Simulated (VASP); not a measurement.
## GaP: single point with PBE

The system is GaP.

```
Ga P
1.0
     0.00000    5.50512   -5.50512
     5.50512    5.50512    0.00000
     5.50512    0.00000   -5.50512
Ga P
8 8
Direct
  0.50000 0.50000 0.00000
  0.50000 0.00000 0.00000
  0.00000 0.50000 0.00000
  0.00000 0.00000 0.00000
  0.50000 0.50000 0.50000
  0.50000 0.00000 0.50000
  0.00000 0.50000 0.50000
  0.00000 0.00000 0.50000
  0.37500 0.37500 0.37500
  0.37500 0.87500 0.37500
  0.87500 0.37500 0.37500
  0.87500 0.87500 0.37500
  0.37500 0.37500 0.87500
  0.37500 0.87500 0.87500
  0.87500 0.37500 0.87500
  0.87500 0.87500 0.87500
```

- Program: VASP 6.6.1
- Task: single point
- Functional: PBE
- Potentials or basis: VASP PAW PBE potentials, release 64 (Ga_d, P)
- Cutoff: 520 eV
- k mesh: 3 × 3 × 3
- Occupations: gaussian, width 0.01 eV
- Spin: no spin polarisation

The pressure is 0.1 GPa. The band gap on the k mesh is 1.58 eV.

Levels at points of the mesh, in eV from the valence-band top:
```tsv
k point	band 68	band 69	band 70	band 71	band 72	band 73	band 74	band 75	band 76	band 77
(0.00, 0.00, 0.00)	-1.08	-1.08	0.00	0.00	0.00	1.58	1.58	1.58	1.58	1.58
```

Wall time 2.1 min on 1 thread of Intel(R) Xeon(R) 6975P-C (Granite Rapids) (shared host), peak memory 0.49 GiB.

A k mesh can miss the band edges.
